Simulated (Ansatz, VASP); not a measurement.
# Ti in VASP and in Ansatz

```
Ti
1.0
     2.93995    0.00000    0.00000
    -1.46997    2.54607    0.00000
     0.00000    0.00000   25.29570
Ti
5
Direct
  0.00000 0.00000 0.31626
  0.33333 0.66667 0.40813
  0.00000 0.00000 0.50000
  0.33333 0.66667 0.59187
  0.00000 0.00000 0.68374
```

Alike in both runs: task single point; functional PBE; k mesh 13 × 13 × 1; occupations fermi-dirac, width 0.05 eV; no spin polarisation.

```csv
,VASP,Ansatz
version,VASP 6.6.1,Ansatz 0.2.0
potentials or method,"VASP PAW PBE potentials, release 64 (Ti_sv)","PAW with Ansatz's default frozen-core files, scalar-relativistic"
plane-wave cutoff (eV),520,420
valence electrons in the cell,60,60
```

```csv
,VASP,Ansatz,Ansatz less VASP
rms of the force components (eV/Å),0.315,0.312,-0.0031
```

Atom by atom the forces differ by 0.004 eV/Å (rms over components). The functional is the same, so the differences come from potentials, cutoffs and numerics.
